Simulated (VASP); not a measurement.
# VAsF (P4/nmm) in VASP: single point with PBE+U

Aim: the single point of VAsF with PBE+U.

All numbers are computed with VASP 6.6.1; they aren't measurements. Logs are shortened: lines on timing, memory, paths and dates and some standing lists are left out, and cuts for length are marked.

### 1 The cell of the first run

Symmetry: P4/nmm, No. 129, tetragonal system. Conventional cell: a = 3.328 Å, b = 3.328 Å, c = 7.532 Å, α = 90.00°, β = 90.00°, γ = 90.00°. As (site symmetry 4mm) has 5 V at 2.56 to 2.68 Å and 8 As at 2.89 to 3.33 Å and 4 F at 3.36 Å within 3.4 Å. F (site symmetry -4m2) has 4 F at 2.35 Å and 4 V at 2.55 Å within 3.1 Å. V (site symmetry 4mm) has 4 F at 2.55 Å and 5 As at 2.56 to 2.68 Å and 4 V at 3.33 Å within 3.4 Å.

### 2 Single point, PBE+U

The input, INCAR:

```
SYSTEM = VAsF
ALGO = Normal
EDIFF = 1E-6
ENCUT = 700
GGA = PE
GGA_COMPAT = .False.
ISIF = 2
ISMEAR = -1
LASPH = .True.
LCHARG = .False.
LDAU = .True.
LDAUJ = 0 0 0
LDAUL = -1 -1 2
LDAUPRINT = 1
LDAUTYPE = 2
LDAUU = 0 0 4
LMAXMIX = 4
LREAL = .False.
LWAVE = .False.
NBANDS = 44
NELM = 200
PREC = Accurate
SIGMA = 0.1
```

The input, KPOINTS:

```
k-points
0
Gamma
  5 5 3
  0 0 0
```

The input, POSCAR:

```
VAsF
1.0
    3.3284380000      0.0000000000      0.0000000000
    0.0000000000      3.3284380000      0.0000000000
    0.0000000000      0.0000000000      7.5317970000
As F V
2 2 2
Direct
    0.2500000000      0.2500000000      0.6117000000
    0.7500000000      0.7500000000      0.3883000000
    0.7500000000      0.2500000000      0.0000000000
    0.2500000000      0.7500000000      0.0000000000
    0.2500000000      0.2500000000      0.2558000000
    0.7500000000      0.7500000000      0.7442000000
```

Potentials or basis: VASP PAW PBE potentials, release 64 (As_d, F, V_sv).

Launch:

```bash
> cat potpaw_PBE.64/As_d/POTCAR potpaw_PBE.64/F/POTCAR potpaw_PBE.64/V_sv/POTCAR > POTCAR
> mpirun -np 1 vasp_std > vasp.out
```

OUTCAR:

```text
SYSTEM = VAsF
   EDIFF = 1E-6
   ENCUT = 700
   GGA = PE
   ISIF = 2
   ISMEAR = -1
   LASPH = .True.
   LREAL = .False.
   NELM = 200
   PREC = Accurate

 ion  position               nearest neighbor table
   1  0.250  0.250  0.612-   6 2.56   6 2.56   6 2.56   6 2.56   5 2.68   2 2.89   2 2.89   2 2.89
                             2 2.89
   2  0.750  0.750  0.388-   5 2.56   5 2.56   5 2.56   5 2.56   6 2.68   1 2.89   1 2.89   1 2.89
                             1 2.89
   3  0.750  0.250  0.000-
   4  0.250  0.750  0.000-
   5  0.250  0.250  0.256-   2 2.56   2 2.56   2 2.56   2 2.56   1 2.68
   6  0.750  0.750  0.744-   1 2.56   1 2.56   1 2.56   1 2.56   2 2.68

  LATTYP: Found a simple tetragonal cell.
 ALAT       =     3.3284380000
 C/A-ratio  =     2.2628623396

  Lattice vectors:

 A1 = (   3.3284380000,   0.0000000000,   0.0000000000)
 A2 = (   0.0000000000,   3.3284380000,   0.0000000000)
 A3 = (   0.0000000000,   0.0000000000,   7.5317970000)

Analysis of symmetry for initial positions (statically):
=====================================================================
 Subroutine PRICEL returns:
 Original cell was already a primitive cell.

 Routine SETGRP: Setting up the symmetry group for a
 simple tetragonal supercell.

 Subroutine GETGRP returns: Found 16 space group operations
 (whereof  4 operations were pure point group operations)
 out of a pool of 16 trial point group operations.

The static configuration has the point symmetry C_2h.
 The point group associated with its full space group is D_4h.

Analysis of symmetry for dynamics (positions and initial velocities):
=====================================================================
 Subroutine PRICEL returns:
 Original cell was already a primitive cell.

 Routine SETGRP: Setting up the symmetry group for a
 simple tetragonal supercell.

 Subroutine GETGRP returns: Found 16 space group operations
 (whereof  4 operations were pure point group operations)
 out of a pool of 16 trial point group operations.

The dynamic configuration has the point symmetry C_2h.
 The point group associated with its full space group is D_4h.

 Subroutine INISYM returns: Found 16 space group operations
 (whereof  4 operations are pure point group operations),
 and found     1 'primitive' translations

----------------------------------------------------------------------------------------

                                     Primitive cell

  volume of cell :      83.4410

  direct lattice vectors                    reciprocal lattice vectors
     3.328438000  0.000000000  0.000000000     0.300441228  0.000000000  0.000000000
     0.000000000  3.328438000  0.000000000     0.000000000  0.300441228  0.000000000
     0.000000000  0.000000000  7.531797000     0.000000000  0.000000000  0.132770440

  length of vectors
     3.328438000  3.328438000  7.531797000     0.300441228  0.300441228  0.132770440

  position of ions in fractional coordinates (direct lattice)
     0.250000000  0.250000000  0.611700000
     0.750000000  0.750000000  0.388300000
     0.750000000  0.250000000  0.000000000
     0.250000000  0.750000000  0.000000000
     0.250000000  0.250000000  0.255800000
     0.750000000  0.750000000  0.744200000

[... 98 lines left out ...]
   AEXX    =    0.0000 exact exchange contribution
   IVDW    =     0    specifies the selected vdW correction
   LEPSILON=     F    determine dielectric tensor
   LRPA    =     F    only Hartree local field effects (RPA)
 non-spin polarized calculation
  energy-cutoff  :      700.00
  volume of cell :       83.44
 maximum number of plane-waves:      3524
 NGX is ok and might be reduce to    30
   NGX = 15   NGY = 15   NGZ = 33

atom =   5  type =  3  l = 2

 onsite density matrix

spin component  1

  0.5403 -0.0000  0.0000  0.0000 -0.0000
 -0.0000  0.1227 -0.0000 -0.0000 -0.0000
  0.0000 -0.0000  0.4893 -0.0000 -0.0000
  0.0000 -0.0000 -0.0000  0.1227 -0.0000
 -0.0000 -0.0000 -0.0000 -0.0000  0.1776

spin component  2

  0.5403 -0.0000  0.0000  0.0000 -0.0000
 -0.0000  0.1227 -0.0000 -0.0000 -0.0000
  0.0000 -0.0000  0.4893 -0.0000 -0.0000
  0.0000 -0.0000 -0.0000  0.1227 -0.0000
 -0.0000 -0.0000 -0.0000 -0.0000  0.1776

 occupancies and eigenvectors

  o =  0.1227  v =  0.0000  0.9899 -0.0000 -0.1420  0.0000  0.0000  0.0000  0.0000  0.0000  0.0000      0.0000  0.0000  0.0000  0.0000  0.0000  0.0000  0.0000  0.0000  0.0000  0.0000
  o =  0.1227  v =  0.0000  0.0000  0.0000  0.0000  0.0000  0.0000  0.9899 -0.0000 -0.1420  0.0000      0.0000  0.0000  0.0000  0.0000  0.0000  0.0000  0.0000  0.0000  0.0000  0.0000
  o =  0.1227  v =  0.0000 -0.1420 -0.0000 -0.9899 -0.0000  0.0000  0.0000  0.0000  0.0000  0.0000      0.0000  0.0000  0.0000  0.0000  0.0000  0.0000  0.0000  0.0000  0.0000  0.0000
  o =  0.1227  v =  0.0000  0.0000  0.0000  0.0000  0.0000  0.0000 -0.1420 -0.0000 -0.9899 -0.0000      0.0000  0.0000  0.0000  0.0000  0.0000  0.0000  0.0000  0.0000  0.0000  0.0000
  o =  0.1776  v =  0.0000  0.0000  0.0000  0.0000  0.0000  0.0000  0.0000 -0.0000  0.0000 -1.0000      0.0000  0.0000  0.0000  0.0000  0.0000  0.0000  0.0000  0.0000  0.0000  0.0000
  o =  0.1776  v =  0.0000  0.0000 -0.0000  0.0000 -1.0000  0.0000  0.0000  0.0000  0.0000  0.0000      0.0000  0.0000  0.0000  0.0000  0.0000  0.0000  0.0000  0.0000  0.0000  0.0000
  o =  0.4893  v =  0.0000  0.0000  0.0000  0.0000  0.0000  0.0000 -0.0000 -1.0000 -0.0000 -0.0000      0.0000  0.0000  0.0000  0.0000  0.0000  0.0000  0.0000  0.0000  0.0000  0.0000
  o =  0.4893  v =  0.0000 -0.0000 -1.0000 -0.0000 -0.0000  0.0000  0.0000  0.0000  0.0000  0.0000      0.0000  0.0000  0.0000  0.0000  0.0000  0.0000  0.0000  0.0000  0.0000  0.0000
  o =  0.5403  v =  1.0000  0.0000  0.0000  0.0000  0.0000  0.0000  0.0000  0.0000  0.0000  0.0000      0.0000  0.0000  0.0000  0.0000  0.0000  0.0000  0.0000  0.0000  0.0000  0.0000
  o =  0.5403  v =  0.0000  0.0000  0.0000  0.0000  0.0000  1.0000  0.0000  0.0000  0.0000  0.0000      0.0000  0.0000  0.0000  0.0000  0.0000  0.0000  0.0000  0.0000  0.0000  0.0000

atom =   6  type =  3  l = 2

 onsite density matrix

spin component  1

  0.5403 -0.0000 -0.0000 -0.0000  0.0000
 -0.0000  0.1227  0.0000 -0.0000  0.0000
 -0.0000  0.0000  0.4893 -0.0000 -0.0000
 -0.0000 -0.0000 -0.0000  0.1227  0.0000
  0.0000  0.0000 -0.0000  0.0000  0.1776

spin component  2

  0.5403 -0.0000 -0.0000 -0.0000  0.0000
 -0.0000  0.1227  0.0000 -0.0000  0.0000
 -0.0000  0.0000  0.4893 -0.0000 -0.0000
 -0.0000 -0.0000 -0.0000  0.1227  0.0000
  0.0000  0.0000 -0.0000  0.0000  0.1776

 occupancies and eigenvectors

  o =  0.1227  v =  0.0000 -0.0009 -0.0000  1.0000  0.0000  0.0000  0.0000  0.0000  0.0000  0.0000      0.0000  0.0000  0.0000  0.0000  0.0000  0.0000  0.0000  0.0000  0.0000  0.0000
  o =  0.1227  v =  0.0000  0.0000  0.0000  0.0000  0.0000  0.0000 -0.0009 -0.0000  1.0000  0.0000      0.0000  0.0000  0.0000  0.0000  0.0000  0.0000  0.0000  0.0000  0.0000  0.0000
  o =  0.1227  v =  0.0000  1.0000 -0.0000  0.0009  0.0000  0.0000  0.0000  0.0000  0.0000  0.0000      0.0000  0.0000  0.0000  0.0000  0.0000  0.0000  0.0000  0.0000  0.0000  0.0000
  o =  0.1227  v =  0.0000  0.0000  0.0000  0.0000  0.0000  0.0000  1.0000 -0.0000  0.0009  0.0000      0.0000  0.0000  0.0000  0.0000  0.0000  0.0000  0.0000  0.0000  0.0000  0.0000
  o =  0.1776  v =  0.0000  0.0000  0.0000  0.0000  0.0000  0.0000  0.0000  0.0000 -0.0000  1.0000      0.0000  0.0000  0.0000  0.0000  0.0000  0.0000  0.0000  0.0000  0.0000  0.0000
  o =  0.1776  v =  0.0000  0.0000  0.0000 -0.0000  1.0000  0.0000  0.0000  0.0000  0.0000  0.0000      0.0000  0.0000  0.0000  0.0000  0.0000  0.0000  0.0000  0.0000  0.0000  0.0000
  o =  0.4893  v =  0.0000  0.0000  0.0000  0.0000  0.0000  0.0000  0.0000  1.0000  0.0000 -0.0000      0.0000  0.0000  0.0000  0.0000  0.0000  0.0000  0.0000  0.0000  0.0000  0.0000
  o =  0.4893  v =  0.0000  0.0000  1.0000  0.0000 -0.0000  0.0000  0.0000  0.0000  0.0000  0.0000      0.0000  0.0000  0.0000  0.0000  0.0000  0.0000  0.0000  0.0000  0.0000  0.0000
  o =  0.5403  v =  0.0000  0.0000  0.0000  0.0000  0.0000  1.0000  0.0000  0.0000  0.0000  0.0000      0.0000  0.0000  0.0000  0.0000  0.0000  0.0000  0.0000  0.0000  0.0000  0.0000
  o =  0.5403  v =  1.0000  0.0000  0.0000  0.0000  0.0000  0.0000  0.0000  0.0000  0.0000  0.0000      0.0000  0.0000  0.0000  0.0000  0.0000  0.0000  0.0000  0.0000  0.0000  0.0000

 number of electron      69.9999997 magnetization

 Free energy of the ion-electron system (eV)
  ---------------------------------------------------
  ext. energy  EPLUGINS =         0.00000000
  ---------------------------------------------------
  free energy    TOTEN  =       -28.20370941 eV

  energy without entropy =      -28.09071232  energy(sigma->0) =      -28.14721086

 E-fermi :   5.8696     XC(G=0): -11.6347

 val. band max:        5.8451838610   @ k =   0.4000   0.4000   0.3333
 cond. band min:       5.8808655271   @ k =   0.2000   0.2000   0.0000
 fundamental gap:      0.0356816661
 Fermi energy:         5.8695562874

 k-point     1 :       0.0000    0.0000    0.0000
  band No.  band energies     occupation
      1     -59.8383      2.00000
      2     -59.8380      2.00000
      3     -33.7344      2.00000
      4     -33.7299      2.00000
      5     -33.5892      2.00000
      6     -33.5892      2.00000
[... 553 lines left out ...]
     43       8.2928      0.00000
     44       9.2321      0.00000

------------------------ aborting loop because EDIFF is reached ----------------------------------------

  FORCE on cell =-STRESS in cart. coord.  units (eV):
  Direction    XX          YY          ZZ          XY          YZ          ZX
  --------------------------------------------------------------------------------------
  -------------------------------------------------------------------------------------
  Total        4.7520992      4.7520992    -12.8762236      0.0000000     -0.0000000      0.0000000
  in kB       91.2465668     91.2465668   -247.2404598      0.0000000     -0.0000000      0.0000000
  external PRESSURE =     -21.5824421 kB  Pullay stress =       0.0000000 kB

 VOLUME and BASIS-vectors are now :
 -----------------------------------------------------------------------------
  energy-cutoff  :      700.00
  volume of cell :       83.44
      direct lattice vectors                 reciprocal lattice vectors
     3.328438000  0.000000000  0.000000000     0.300441228  0.000000000  0.000000000
     0.000000000  3.328438000  0.000000000     0.000000000  0.300441228  0.000000000
     0.000000000  0.000000000  7.531797000     0.000000000  0.000000000  0.132770440

 POSITION                                       TOTAL-FORCE (eV/Angst)
 -----------------------------------------------------------------------------------
      0.83211      0.83211      4.60720         0.000000      0.000000      0.067074
      2.49633      2.49633      2.92460        -0.000000     -0.000000     -0.067074
      2.49633      0.83211      0.00000         0.000000     -0.000000      0.000000
      0.83211      2.49633      0.00000         0.000000     -0.000000      0.000000
      0.83211      0.83211      1.92663        -0.000000     -0.000000     -3.796216
      2.49633      2.49633      5.60516         0.000000      0.000000      3.796216
 -----------------------------------------------------------------------------------
    total drift:                                0.000000      0.000000     -0.000000

  FREE ENERGIE OF THE ION-ELECTRON SYSTEM (eV)
  ---------------------------------------------------
  free  energy   TOTEN  =       -28.2037094063 eV

  energy  without entropy=      -28.0907123207  energy(sigma->0) =      -28.14721086
```

It took 1.8 min on 1 thread of Intel Xeon Platinum 8259CL at 2.50GHz (Skylake/Cascade Lake), shared host; peak memory 0.26 GiB.

What came out:

```yaml
Free_energy: -28.2037 eV
Pressure: -2.2 GPa
Largest_force: 3.796 eV/Å
Band_gap_on_the_k_mesh: zero (bands 35 and 36 overlap by 0.98 eV)
```

Forces on the atoms (eV/Å):
```
As   0.000  0.000  0.067
As   0.000  0.000 -0.067
F    0.000  0.000  0.000
F    0.000  0.000  0.000
V    0.000  0.000 -3.796
V    0.000  0.000  3.796
```

Stress tensor (GPa, compression positive):
```
  9.12   0.00   0.00
  0.00   9.12   0.00
  0.00   0.00 -24.72
```

Eigenvalues of the final occupation matrices:
```tsv
site	spin	trace	eigenvalues
site 5 d	1	1.45	0.12 0.12 0.18 0.49 0.54
site 5 d	2	1.45	0.12 0.12 0.18 0.49 0.54
site 6 d	1	1.45	0.12 0.12 0.18 0.49 0.54
site 6 d	2	1.45	0.12 0.12 0.18 0.49 0.54
```

Caveat: the k points lie up to 0.38 Å⁻¹ apart, too coarse for converged energies and pressures of a metal; the run has no spin polarisation, though such a crystal can be magnetic; U without spin polarisation on a metal has little footing; forces of over 1 eV/Å act on the atoms, so gaps and moduli don't describe the material at rest.

The gap in the log of VASP goes by the Fermi energy; the results here count the filled bands.